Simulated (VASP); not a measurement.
Runs of VASP 6.6.1 on PbS. The structure is that of space group R-3m (No. 166), or close to it. The cells are those of the table. 

| cell | pressure (GPa) | largest force (eV/Å) |
| --- | --- | --- |
| a = 4.110 Å, angles 66.7°, 2 atoms | (a) | - |
| a = 4.540 Å, angles 54.0°, 2 atoms | -3.7 | 0.02 |
| a = 4.454 Å, angles 56.6°, 2 atoms | -3.9 | 0.01 |
| a = 4.217 Å, angles 64.8°, 2 atoms | (b) | - |
| a = 4.182 Å, angles 63.8°, 2 atoms | -2.8 | - |

Alike in all rows: task single point; level r2SCAN; potentials or basis VASP PAW PBE potentials, release 64 (Pb_d, S); no spin polarisation; k mesh 9 × 9 × 9; cutoff (eV) 520; smearing gaussian 0.05 eV.

Q: Fill in the values left out.

A: (a) -3.1; (b) -4.7.

Caveats: the PAW data sets were made with another functional, which shifts forces and pressure a little; the cell stands under tension (at least some runs).
